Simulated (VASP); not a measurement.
Crystal: BH12C3N.

```
CELL_PARAMETERS angstrom
4.53960 2.62094 1.96407
-4.53960 2.62094 1.96407
0.00000 -5.24188 1.96407
ATOMIC_POSITIONS crystal
B 0.91710 0.91710 0.91710
H 0.30050 0.56150 0.30050
H 0.30050 0.30050 0.56150
H 0.56150 0.30050 0.30050
H 0.41000 0.85170 0.58120
H 0.58120 0.41000 0.85170
H 0.85170 0.58120 0.41000
H 0.58120 0.85170 0.41000
H 0.85170 0.41000 0.58120
H 0.41000 0.58120 0.85170
H 0.04295 0.04295 0.83100
H 0.83100 0.04295 0.04295
H 0.04295 0.83100 0.04295
C 0.46620 0.73110 0.46620
C 0.46620 0.46620 0.73110
C 0.73110 0.46620 0.46620
N 0.64260 0.64260 0.64260
```

* Program: VASP 6.6.1
* Task: relaxation of the atoms
* Functional: PBE
* Potentials or basis: VASP PAW PBE potentials, release 64 (B, H, C, N)
* Cutoff: 520 eV
* k mesh: 4 × 4 × 4
* Occupations: fermi-dirac, width 0.02 eV
* Spin: no spin polarisation

At the start: pressure 20.5 GPa; volume 8.25 Å³/atom.

Task: Where does the relaxation end?

Result: Over 19 steps the energy falls by 154.9 meV/atom; space group R3m (No. 160, to 0.05 Å).

The path:
```
step  energy change (eV)  largest force (eV/Å)  pressure (GPa)
   1              0.0000                5.3724           20.55
   2              5.8194               18.2497            0.17
   3             -2.1729                2.8621            7.58
   4             -2.1751                2.6743            7.85
   5             -2.4852                2.0427           -0.03
   6             -2.5656                1.1541            2.30
   7             -2.5854                0.9791           -0.14
   8             -2.6167                0.3999            0.88
   9             -2.6197                0.5786            0.63
  10             -2.6232                0.1752            0.73
  11             -2.6281                0.1294            0.71
  12             -2.6302                0.1239            0.69
  13             -2.6317                0.1193            0.56
  14             -2.6318                0.0906            0.58
  15             -2.6323                0.1258            0.54
  16             -2.6324                0.0964            0.55
  17             -2.6329                0.0670            0.57
  18             -2.6330                0.0758            0.58
  19             -2.6333                0.0191            0.51
```

Final structure:
```yaml
crystal:
  lattice:
    - [4.53960, 2.62094, 1.96407]
    - [-4.53960, 2.62094, 1.96407]
    - [0.00000, -5.24188, 1.96407]
  atoms:
    - { symbol: B, position: [0.91814, 0.91814, 0.91814] }
    - { symbol: H, position: [0.28114, 0.54642, 0.28114] }
    - { symbol: H, position: [0.28114, 0.28114, 0.54642] }
    - { symbol: H, position: [0.54642, 0.28114, 0.28114] }
    - { symbol: H, position: [0.39915, 0.86164, 0.59618] }
    - { symbol: H, position: [0.59618, 0.39915, 0.86164] }
    - { symbol: H, position: [0.86164, 0.59618, 0.39915] }
    - { symbol: H, position: [0.59618, 0.86164, 0.39915] }
    - { symbol: H, position: [0.86164, 0.39915, 0.59618] }
    - { symbol: H, position: [0.39915, 0.59618, 0.86164] }
    - { symbol: H, position: [0.05304, 0.05304, 0.83017] }
    - { symbol: H, position: [0.83017, 0.05304, 0.05304] }
    - { symbol: H, position: [0.05304, 0.83017, 0.05304] }
    - { symbol: C, position: [0.46709, 0.73368, 0.46709] }
    - { symbol: C, position: [0.46709, 0.46709, 0.73368] }
    - { symbol: C, position: [0.73368, 0.46709, 0.46709] }
    - { symbol: N, position: [0.64353, 0.64353, 0.64353] }
```
